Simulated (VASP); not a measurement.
C: single point with PBE+D3(BJ)

C:

```
C
1.0
     1.23250    0.71158    3.36139
    -1.23250    0.71158    3.36139
     0.00000   -1.42317    3.36139
C
2
Cartesian
  0.0000 -0.0300 1.6800
  0.0000 0.0300 8.4042
```

This cell differs from its parent crystal: atoms displaced along a vibrational mode.

* Program: VASP 6.6.1
* Task: single point
* Functional: PBE
* Dispersion: D3(BJ)
* Potentials or basis: VASP PAW PBE potentials, release 64 (C)
* Cutoff: 520 eV
* k mesh: 15 × 15 × 15
* Occupations: gaussian, width 0.05 eV
* Spin: no spin polarisation
* Dipole correction: no
* Further INCAR settings: ALGO = Normal; EDIFF = 1e-06; NBANDS = 11

```json
{
  "Pressure": "2.2 GPa",
  "Largest force": "3.449 eV/Å",
  "Dispersion energy per atom": "-0.156 eV"
}
```

Forces in eV/Å, atoms in the order of the input:
```
C    0.000  3.449  0.009
C    0.000 -3.449 -0.009
```

Stress tensor (GPa, compression positive):
```
-3.43  0.00  0.00
 0.00  9.92 -0.02
 0.00 -0.02  0.07
```

It took 5.6 min on 1 thread of AMD EPYC 7R43 64-Core Processor (Zen 3) (shared host), peak memory 0.23 GiB.

Caveat: the cell differs from its parent crystal (atoms displaced along a vibrational mode); forces of over 1 eV/Å act on the atoms, so gaps and moduli don't describe the material at rest.
